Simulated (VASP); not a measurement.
# KCrF3 (Pm-3m) in VASP: a series of runs, part 2 of 2

VASP 6.6.1. The steps go on from the part before.

## (3) Single point, LDA, collinear spin, ferromagnetic start

This run uses another cell than the first one, of 12.08 Å³/atom.

The input, INCAR:

```
SYSTEM = KCrF3
ALGO = Normal
EDIFF = 1E-6
ENCUT = 520
GGA = CA
ISIF = 2
ISMEAR = -1
ISPIN = 2
LASPH = .True.
LCHARG = .False.
LMAXMIX = 4
LORBIT = 11
LREAL = .False.
LWAVE = .False.
MAGMOM = 0 2.1 0 0 0
NBANDS = 33
NELM = 150
PREC = Accurate
SIGMA = 0.15
```

The input, KPOINTS:

```
k-points
0
Gamma
  6 6 6
  0 0 0
```

The input, POSCAR:

```
KCrF3
1.0
    3.9231724483      0.0000000000      0.0000000000
    0.0000000000      3.9231724483      0.0000000000
    0.0000000000      0.0000000000      3.9231724483
K Cr F
1 1 3
Direct
    0.5000000000      0.5000000000      0.5000000000
    0.0000000000      0.0000000000      0.0000000000
    0.5000000000      0.0000000000      0.0000000000
    0.0000000000      0.0000000000      0.5000000000
    0.0000000000      0.5000000000      0.0000000000
```

Potentials or basis: VASP PAW LDA potentials, release 64 (K_sv, Cr_pv, F).

Run with:

```console
> cat potpaw_LDA.64/K_sv/POTCAR potpaw_LDA.64/Cr_pv/POTCAR potpaw_LDA.64/F/POTCAR > POTCAR
> mpirun -np 1 vasp_std > vasp.out
```

OUTCAR:

```text
SYSTEM = KCrF3
   EDIFF = 1E-6
   ENCUT = 520
   GGA = CA
   ISIF = 2
   ISMEAR = -1
   ISPIN = 2
   LASPH = .True.
   LORBIT = 11
   LREAL = .False.
   NELM = 150
   PREC = Accurate

 ion  position               nearest neighbor table
   1  0.500  0.500  0.500-   3 2.77   4 2.77   5 2.77   3 2.77   5 2.77   3 2.77   4 2.77   3 2.77
                             4 2.77   5 2.77   5 2.77   4 2.77   2 3.40   2 3.40   2 3.40   2 3.40
   2  0.000  0.000  0.000-   3 1.96   4 1.96   5 1.96   4 1.96   5 1.96   3 1.96   1 3.40   1 3.40
                             1 3.40   1 3.40   1 3.40   1 3.40   1 3.40   1 3.40
   3  0.500  0.000  0.000-   2 1.96   2 1.96   1 2.77   1 2.77   1 2.77   1 2.77
   4  0.000  0.000  0.500-   2 1.96   2 1.96   1 2.77   1 2.77   1 2.77   1 2.77
   5  0.000  0.500  0.000-   2 1.96   2 1.96   1 2.77   1 2.77   1 2.77   1 2.77

  LATTYP: Found a simple cubic cell.
 ALAT       =     3.9231724483

  Lattice vectors:

 A1 = (   3.9231724483,   0.0000000000,   0.0000000000)
 A2 = (   0.0000000000,   3.9231724483,   0.0000000000)
 A3 = (   0.0000000000,   0.0000000000,   3.9231724483)

Analysis of symmetry for initial positions (statically):
[... 1645 lines left out ...]
  -------------------------------------------------------------------------------------
  Total        3.8845514      3.8845514      3.8845514      0.0000000     -0.0000000     -0.0000000
  in kB      103.0716583    103.0716583    103.0716583      0.0000000     -0.0000000     -0.0000000
  external PRESSURE =     103.0716583 kB  Pullay stress =       0.0000000 kB

 VOLUME and BASIS-vectors are now :
 -----------------------------------------------------------------------------
  energy-cutoff  :      520.00
  volume of cell :       60.38
      direct lattice vectors                 reciprocal lattice vectors
     3.923172448  0.000000000  0.000000000     0.254895754  0.000000000  0.000000000
     0.000000000  3.923172448  0.000000000     0.000000000  0.254895754  0.000000000
     0.000000000  0.000000000  3.923172448     0.000000000  0.000000000  0.254895754

 POSITION                                       TOTAL-FORCE (eV/Angst)
 -----------------------------------------------------------------------------------
      1.96159      1.96159      1.96159         0.000000      0.000000      0.000000
      0.00000      0.00000      0.00000         0.000000      0.000000      0.000000
      1.96159      0.00000      0.00000         0.000000      0.000000      0.000000
      0.00000      0.00000      1.96159         0.000000      0.000000      0.000000
      0.00000      1.96159      0.00000         0.000000      0.000000      0.000000
 -----------------------------------------------------------------------------------
    total drift:                                0.000000     -0.000000      0.000000

  FREE ENERGIE OF THE ION-ELECTRON SYSTEM (eV)
  ---------------------------------------------------
  free  energy   TOTEN  =       -30.6849177916 eV

  energy  without entropy=      -30.6072634772  energy(sigma->0) =      -30.64609063

 total charge

# of ion       s       p       d       tot
------------------------------------------
    1        1.954   5.571   0.036   7.562
    2        0.216   6.258   4.331  10.804
    3        1.729   4.373   0.000   6.101
    4        1.729   4.373   0.000   6.101
    5        1.729   4.373   0.000   6.101
--------------------------------------------------
tot          7.356  24.947   4.367  36.670

 magnetization (x)

# of ion       s       p       d       tot
------------------------------------------
    1       -0.000   0.000   0.004   0.004
    2        0.020   0.020   3.544   3.584
    3        0.007   0.035   0.000   0.041
    4        0.007   0.035   0.000   0.041
    5        0.007   0.035   0.000   0.041
--------------------------------------------------
tot          0.040   0.125   3.547   3.712
```

OSZICAR:

```text
N       E                     dE             d eps       ncg     rms          rms(c)
DAV:   1     0.452193182187E+03    0.45219E+03   -0.22245E+04  2640   0.133E+03
DAV:   2    -0.188632950749E+01   -0.45408E+03   -0.43022E+03  2816   0.417E+02
DAV:   3    -0.313785442282E+02   -0.29492E+02   -0.29054E+02  3270   0.112E+02
DAV:   4    -0.326460662490E+02   -0.12675E+01   -0.12626E+01  3992   0.168E+01
DAV:   5    -0.326581524280E+02   -0.12086E-01   -0.12061E-01  3426   0.144E+00    0.158E+01
DAV:   6    -0.306177254504E+02    0.20404E+01   -0.98461E+00  3456   0.253E+01    0.102E+01
DAV:   7    -0.306775250104E+02   -0.59800E-01   -0.95564E-01  3013   0.881E+00    0.759E+00
DAV:   8    -0.306887525312E+02   -0.11228E-01   -0.14169E-01  3300   0.296E+00    0.366E+00
DAV:   9    -0.306784697861E+02    0.10283E-01   -0.19830E-02  3346   0.108E+00    0.127E+00
DAV:  10    -0.306837043712E+02   -0.52346E-02   -0.11560E-02  3314   0.874E-01    0.600E-01
DAV:  11    -0.306849042946E+02   -0.11999E-02   -0.12480E-03  3034   0.307E-01    0.878E-02
DAV:  12    -0.306849078082E+02   -0.35137E-05   -0.83510E-05  3320   0.617E-02    0.502E-02
DAV:  13    -0.306849151162E+02   -0.73079E-05   -0.66588E-06  3300   0.178E-02    0.297E-02
DAV:  14    -0.306849177109E+02   -0.25947E-05   -0.40764E-06  3250   0.141E-02    0.667E-03
DAV:  15    -0.306849177916E+02   -0.80736E-07   -0.76152E-07  1876   0.592E-03
   1 F= -.30684918E+02 E0= -.30646091E+02  d E =-.776543E-01  mag=     3.9432
```

stdout:

```text
POSCAR found type information on POSCAR K CrF
 POSCAR found :  3 types and       5 ions
 scaLAPACK will be used
 LDA part: xc-table for (Slater(with rela. corr.)+CA(PZ))
 , standard interpolation
 POSCAR, INCAR and KPOINTS ok, starting setup
 FFT: planning ... GRIDC
 FFT: planning ... GRID_SOFT
 FFT: planning ... GRID
 WAVECAR not read
 entering main loop
```

It took 83 s on 1 thread of Intel Xeon Platinum 8375C at 2.90GHz (Ice Lake), shared host; peak memory 0.2 GiB.

What came out:

```
Free energy                                           : -30.6849 eV
Pressure                                              : 10.3 GPa
Net moment                                            : 3.94 μB per cell
Site moments                                          : K +0.00; Cr +3.58; F +0.04 μB
Valence electrons inside the program's atomic spheres : K 7.56; Cr 10.80; F 6.10
```

Levels at points of the mesh, in eV from the Fermi level:
Spin up:
```csv
k point,band 21,band 22,band 23,band 24,band 25,band 26
"(0.00, 0.00, 0.00)",-2.59,-2.59,-1.08,-1.08,0.39,2.82
"(0.50, 0.00, 0.00)",-1.68,-1.68,-1.06,0.13,3.01,3.29
"(0.50, 0.50, 0.00)",-1.68,-1.16,-0.56,1.48,3.29,4.12
"(0.50, 0.50, 0.50)",-1.13,-1.13,1.48,1.48,3.29,3.42
```
Spin down:
```
           k point  band 15  band 16  band 17  band 18  band 19  band 20  band 21  band 22  band 23  band 24
(0.00, 0.00, 0.00)    -7.85    -7.85    -7.52    -7.52    -7.52     0.20     0.20     0.20     0.67     1.59
(0.50, 0.00, 0.00)    -8.25    -8.25    -8.14    -7.74    -7.74     0.37     1.18     1.18     1.68     2.46
(0.50, 0.50, 0.00)    -8.48    -8.48    -8.07    -8.07    -7.17     1.15     1.15     1.77     2.00     3.96
(0.50, 0.50, 0.50)    -9.15    -9.15    -7.15    -7.15    -7.15     1.83     1.83     1.83     3.64     3.64
```

Caveat: the cell stands under pressure; a cell with one magnetic atom can't hold antiferromagnetic order, which such compounds often take; semilocal functionals often make such compounds metallic where correlation or magnetic order opens a gap, which also shifts bond lengths.

## (4) Single point, LDA, collinear spin, ferromagnetic start

This run uses another cell than the first one, of 12.59 Å³/atom.

The input, INCAR:

```
SYSTEM = KCrF3
PREC = Accurate ; ENCUT = 520
EDIFF = 1E-7 ; ISMEAR = -1
SIGMA = 0.15 ; LREAL = .False.
LASPH = .True. ; NELM = 150
ALGO = Normal ; ISIF = 2
LWAVE = .False. ; LCHARG = .False.
ISPIN = 2 ; MAGMOM = 0 2.1 0 0 0
LORBIT = 11 ; LMAXMIX = 4
GGA = CA ; NBANDS = 33
```

The input, KPOINTS:

```
Automatic mesh
0
Gamma
  6 6 6
  0 0 0
```

POSCAR: that of step 3 with these lines changed.

```diff
@@ -2,5 +2,5 @@
 1.0
-    3.9231724483      0.0000000000      0.0000000000
-    0.0000000000      3.9231724483      0.0000000000
-    0.0000000000      0.0000000000      3.9231724483
+    3.9777401504      0.0000000000      0.0000000000
+    0.0000000000      3.9777401504      0.0000000000
+    0.0000000000      0.0000000000      3.9777401504
 K Cr F
```

Potentials or basis: VASP PAW LDA potentials, release 64 (K_sv, Cr_pv, F).

Run with:

```console
> cat potpaw_LDA.64/K_sv/POTCAR potpaw_LDA.64/Cr_pv/POTCAR potpaw_LDA.64/F/POTCAR > POTCAR
> mpirun -np 1 vasp_std > vasp.out
```

OUTCAR:

```text
SYSTEM = KCrF3
   PREC = Accurate
   ENCUT = 520
   EDIFF = 1E-7
   ISMEAR = -1
   LREAL = .False.
   LASPH = .True.
   NELM = 150
   ISIF = 2
   ISPIN = 2
   LORBIT = 11
   GGA = CA

 ion  position               nearest neighbor table
   1  0.500  0.500  0.500-   3 2.81   4 2.81   5 2.81   3 2.81   5 2.81   3 2.81   4 2.81   3 2.81
                             4 2.81   5 2.81   5 2.81   4 2.81   2 3.44   2 3.44   2 3.44   2 3.44
   2  0.000  0.000  0.000-   3 1.99   4 1.99   5 1.99   4 1.99   5 1.99   3 1.99   1 3.44   1 3.44
                             1 3.44   1 3.44   1 3.44   1 3.44   1 3.44   1 3.44
   3  0.500  0.000  0.000-   2 1.99   2 1.99   1 2.81   1 2.81   1 2.81   1 2.81
   4  0.000  0.000  0.500-   2 1.99   2 1.99   1 2.81   1 2.81   1 2.81   1 2.81
   5  0.000  0.500  0.000-   2 1.99   2 1.99   1 2.81   1 2.81   1 2.81   1 2.81

[... 1671 lines left out ...]
      1.98887      1.98887      1.98887         0.000000      0.000000      0.000000
      0.00000      0.00000      0.00000         0.000000      0.000000      0.000000
      1.98887      0.00000      0.00000         0.000000      0.000000      0.000000
      0.00000      0.00000      1.98887         0.000000      0.000000      0.000000
      0.00000      1.98887      0.00000         0.000000      0.000000      0.000000
 -----------------------------------------------------------------------------------
    total drift:                                0.000000     -0.000000      0.000000

  FREE ENERGIE OF THE ION-ELECTRON SYSTEM (eV)
  ---------------------------------------------------
  free  energy   TOTEN  =       -30.8137681997 eV

  energy  without entropy=      -30.7441251756  energy(sigma->0) =      -30.77894669

 total charge

# of ion       s       p       d       tot
------------------------------------------
    1        1.953   5.567   0.032   7.552
    2        0.205   6.235   4.283  10.723
    3        1.728   4.362   0.000   6.090
    4        1.728   4.362   0.000   6.090
    5        1.728   4.362   0.000   6.090
--------------------------------------------------
tot          7.341  24.889   4.315  36.546

 magnetization (x)

# of ion       s       p       d       tot
------------------------------------------
    1       -0.000   0.000   0.003   0.003
    2        0.021   0.019   3.587   3.628
    3        0.006   0.032   0.000   0.038
    4        0.006   0.032   0.000   0.038
    5        0.006   0.032   0.000   0.038
--------------------------------------------------
tot          0.040   0.115   3.591   3.745
```

OSZICAR:

```text
N       E                     dE             d eps       ncg     rms          rms(c)
DAV:   1     0.454470591816E+03    0.45447E+03   -0.22092E+04  2640   0.131E+03
DAV:   2    -0.180707189614E+01   -0.45628E+03   -0.43399E+03  2850   0.416E+02
DAV:   3    -0.314600745019E+02   -0.29653E+02   -0.29274E+02  3277   0.112E+02
DAV:   4    -0.327482043161E+02   -0.12881E+01   -0.12830E+01  4049   0.167E+01
DAV:   5    -0.327609321910E+02   -0.12728E-01   -0.12719E-01  3349   0.146E+00    0.151E+01
DAV:   6    -0.307763991268E+02    0.19845E+01   -0.10814E+01  3472   0.255E+01    0.104E+01
DAV:   7    -0.308292072087E+02   -0.52808E-01   -0.10101E+00  2979   0.913E+00    0.713E+00
DAV:   8    -0.308203345827E+02    0.88726E-02   -0.16145E-01  3275   0.294E+00    0.350E+00
DAV:   9    -0.308104706287E+02    0.98640E-02   -0.17052E-02  3336   0.106E+00    0.121E+00
DAV:  10    -0.308133973437E+02   -0.29267E-02   -0.86867E-03  3455   0.661E-01    0.413E-01
DAV:  11    -0.308137345042E+02   -0.33716E-03   -0.10776E-03  3161   0.278E-01    0.710E-02
DAV:  12    -0.308137629561E+02   -0.28452E-04   -0.65211E-05  3169   0.568E-02    0.387E-02
DAV:  13    -0.308137662776E+02   -0.33214E-05   -0.10357E-05  3442   0.214E-02    0.209E-02
DAV:  14    -0.308137681445E+02   -0.18670E-05   -0.28419E-06  3513   0.113E-02    0.568E-03
DAV:  15    -0.308137681997E+02   -0.55209E-07   -0.66176E-07  3079   0.498E-03
   1 F= -.30813768E+02 E0= -.30778947E+02  d E =-.696430E-01  mag=     3.9845
```

stdout:

```text
POSCAR found type information on POSCAR K CrF
 POSCAR found :  3 types and       5 ions
 scaLAPACK will be used
 LDA part: xc-table for (Slater(with rela. corr.)+CA(PZ))
 , standard interpolation
 POSCAR, INCAR and KPOINTS ok, starting setup
 FFT: planning ... GRIDC
 FFT: planning ... GRID_SOFT
 FFT: planning ... GRID
 WAVECAR not read
 entering main loop
```

Wall time 99 s (1 thread of Intel Xeon Platinum 8375C at 2.90GHz (Ice Lake), shared host); peak memory 0.19 GiB.

Results:

| Item | Value |
| --- | --- |
| Free energy | -30.8138 eV |
| Pressure | 5.3 GPa |
| Band gap on the k mesh | zero (filled and empty bands overlap) |
| Net moment | 3.98 μB per cell |
| Site moments | K +0.00; Cr +3.63; F +0.04 μB |
| Valence electrons inside the program's atomic spheres | K 7.55; Cr 10.72; F 6.09 |

Caveat: the cell stands under pressure; a cell with one magnetic atom can't hold antiferromagnetic order, which such compounds often take; semilocal functionals often make such compounds metallic where correlation or magnetic order opens a gap, which also shifts bond lengths. With open d or f shells a metallic result of LDA can be an artefact of self-interaction; +U or a hybrid may open a gap.

## (5) Overview

```tsv
cell	gap on the mesh (eV)	pressure (GPa)	moment (μB)
a = 3.827 Å, 5 atoms	none	19.9	3.61
a = 3.923 Å, 5 atoms	none	10.3	3.94
a = 3.978 Å, 5 atoms	none	5.3	3.98
```

Alike in all rows: task single point; level LDA; potentials or basis VASP PAW LDA potentials, release 64 (K_sv, Cr_pv, F); spin collinear, ferromagnetic start; k mesh 6 × 6 × 6; cutoff (eV) 520; smearing fermi-dirac 0.15 eV.

Caveats: the cell stands under pressure; a cell with one magnetic atom can't hold antiferromagnetic order, which such compounds often take; semilocal functionals often make such compounds metallic where correlation or magnetic order opens a gap, which also shifts bond lengths.

Total energies depend on the potentials used, so only differences within one code and one set of settings carry meaning.
